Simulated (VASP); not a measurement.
A run of VASP 6.6.1:

The input INCAR:

```
  PREC = Accurate
  ENCUT = 520
  EDIFF = 1E-6
  ISMEAR = -1
  SIGMA = 0.05
  LREAL = False
  LASPH = True
  NELM = 100
  ALGO = Normal
  ISIF = 2
  LWAVE = False
  LCHARG = False
  GGA = RE
  IVDW = 12
  NBANDS = 8
```

Contents of KPOINTS:

```
regular mesh
0
Gamma
  11 11 11
```

POSCAR

```
Li
1.0
   -1.7188307657      1.7188307657      1.7188307657
    1.7188307657     -1.7188307657      1.7188307657
    1.7188307657      1.7188307657     -1.7188307657
Li
1
Direct
    0.0000000000      0.0000000000      0.0000000000
```

Potentials or basis: VASP PAW PBE potentials, release 64 (Li_sv).

Launch:

```console
$ cat potpaw_PBE.64/Li_sv/POTCAR > POTCAR
$ mpirun -np 1 vasp_std > vasp.out
```

Hardware: 1 thread of Intel(R) Xeon(R) Platinum 8488C (Sapphire Rapids), on a shared host.

Question: Estimate the wall time of this run.

Answer: Run time: 3.4 s on 1 thread of Intel(R) Xeon(R) Platinum 8488C (Sapphire Rapids), with other jobs on the host, peak memory 0.13 GiB. Counts: scf iterations 10, k points 56.
